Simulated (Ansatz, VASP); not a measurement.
**NaF in VASP and in Ansatz**

```
Na F
1.0
     3.17755    0.00000    0.00000
    -1.58878    2.75184    0.00000
     0.00000    0.00000    5.56763
Na F
2 2
Direct
  0.00000 0.00000 0.00000
  0.00000 0.00000 0.50000
  0.33333 0.66667 0.25000
  0.66667 0.33333 0.75000
```

Alike in both runs: task single point; functional PBE; k mesh 6 × 6 × 4; no spin polarisation.

|  | VASP | Ansatz |
| --- | --- | --- |
| version | VASP 6.6.1 | Ansatz 0.2.0 |
| potentials or method | VASP PAW PBE potentials, release 64 (Na_pv, F) | plane waves, PAW |
| plane-wave cutoff (eV) | 520 | 420 |
| occupations | gaussian, width 0.01 eV | fixed |
| valence electrons in the cell | 28 | 32 |

VASP gave:

```
gap on the k mesh at the Fermi level (eV)                     : 6.34
pressure (GPa)                                                : 3.5
traceless stress, the component that is largest in VASP (GPa) : 0.20
```

Problem. What did Ansatz give for the same quantities?

Solution. gap on the k mesh at the Fermi level (eV): 6.36; pressure (GPa): 3.6; traceless stress, the component that is largest in VASP (GPa): 0.18.

VASP's potentials hold 28 valence electrons a cell and Ansatz's 32, so a difference there can come from the potentials and not from the codes.
